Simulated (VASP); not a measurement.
A run of VASP 6.6.1 is set up as follows.

INCAR

```
PREC     = Accurate       # precision mode
ENCUT    = 520            # plane-wave cutoff, eV
EDIFF    = 1E-6           # SCF threshold, eV
ISMEAR   = 0              # smearing method
SIGMA    = 0.05           # smearing width, eV
LREAL    = F              # projectors in reciprocal space
LASPH    = T              # aspherical terms in the spheres
NELM     = 100            # most SCF steps
ALGO     = Normal         # electronic algorithm
ISIF     = 2              # what is computed and relaxed
LWAVE    = F              # write WAVECAR
LCHARG   = F              # write CHGCAR
GGA      = PS             # functional
NBANDS   = 15             # bands
```

The input KPOINTS:

```
Automatic mesh
0
Gamma
  6 6 6
```

POSCAR

```
RbBr
1.0
    4.3323811650      0.0000000000      0.0000000000
    0.0000000000      4.3323811650      0.0000000000
    0.0000000000      0.0000000000      4.3323811650
Rb Br
1 1
Direct
    0.0000000000      0.0000000000      0.0000000000
    0.5000000000      0.5000000000      0.5000000000
```

Potentials or basis: VASP PAW PBE potentials, release 64 (Rb_sv, Br).

The run is started by

```console
$ cat potpaw_PBE.64/Rb_sv/POTCAR potpaw_PBE.64/Br/POTCAR > POTCAR
$ mpirun -np 1 vasp_std > vasp.out
```

Q: What does it give for the band gap on the k mesh?

A: 3.50 eV (least direct gap 3.65 eV).

Q: Predict the pressure.

A: -1.9 GPa.

Caveat: the cell differs from its parent crystal (strain +0.050 along x and y, +0.050 along z); the PAW data sets were made with another functional, which shifts forces and pressure a little. A k mesh can miss the band edges.
